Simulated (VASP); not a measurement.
The system is Se.

```xyz
3
Lattice="4.3662 0.0000 0.0000 -2.1831 3.7812 0.0000 0.0000 0.0000 4.9536" Properties=species:S:1:pos:R:3 pbc="T T T"
Se    0.9841    0.0000    1.6512
Se   -0.4921    0.8523    3.3024
Se    1.6910    2.9289    0.0000
```

- Program: VASP 6.6.1
- Task: relaxation of cell and atoms
- Functional: LDA
- Potentials or basis: VASP PAW LDA potentials, release 64 (Se)
- Cutoff: 600 eV
- k mesh: 9 × 9 × 7
- Occupations: fermi-dirac, width 0.05 eV
- Spin: no spin polarisation

At the start: pressure -1.1 GPa; volume 27.26 Å³/atom.

Where does the relaxation end?

Over 19 steps the energy falls by 51.3 meV/atom and the volume is 23.05 Å³/atom (-15.5 %); space group P3_121 (No. 152, to 0.1 Å) before and after.

The path:
| step | energy change (eV) | largest force (eV/Å) | pressure (GPa) | volume (Å³) |
| --- | --- | --- | --- | --- |
| 1 | 0.0000 | 0.2625 | -1.07 | 81.78 |
| 2 | -0.0284 | 0.3231 | -0.56 | 79.64 |
| 3 | -0.0834 | 0.5205 | 1.69 | 73.40 |
| 4 | 0.0928 | 0.8901 | 11.40 | 61.72 |
| 5 | -0.0767 | 0.6538 | 2.80 | 71.92 |
| 6 | -0.0855 | 0.6066 | 2.68 | 71.63 |
| 7 | -0.1078 | 0.4773 | 2.35 | 70.76 |
| 8 | -0.1359 | 0.2641 | 1.95 | 69.02 |
| 9 | -0.1310 | 0.0192 | 2.23 | 65.53 |
| 10 | -0.1433 | 0.1182 | 1.95 | 67.36 |
| 11 | -0.1495 | 0.0711 | 1.18 | 68.14 |
| 12 | -0.1531 | 0.0104 | -0.05 | 69.48 |
| 13 | -0.1531 | 0.0041 | 0.04 | 69.37 |
| 14 | -0.1533 | 0.0034 | 0.04 | 69.35 |
| 15 | -0.1536 | 0.0015 | 0.03 | 69.29 |
| 16 | -0.1539 | 0.0022 | 0.01 | 69.16 |
| 17 | -0.1540 | 0.0032 | 0.00 | 69.13 |
| 18 | -0.1540 | 0.0031 | 0.00 | 69.14 |
| 19 | -0.1540 | 0.0019 | -0.01 | 69.14 |

Final structure:
```yaml
crystal:
  lattice:
    - [3.94606, 0.00000, 0.00000]
    - [-1.97303, 3.41739, 0.00000]
    - [0.00000, 0.00000, 5.12683]
  atoms:
    - { symbol: Se, position: [0.25611, 0.00000, 0.33333] }
    - { symbol: Se, position: [0.00000, 0.25611, 0.66667] }
    - { symbol: Se, position: [0.74389, 0.74389, 0.00000] }
```

Caveat: the volume moved by over 15 % at a fixed basis, so the end points are rough.
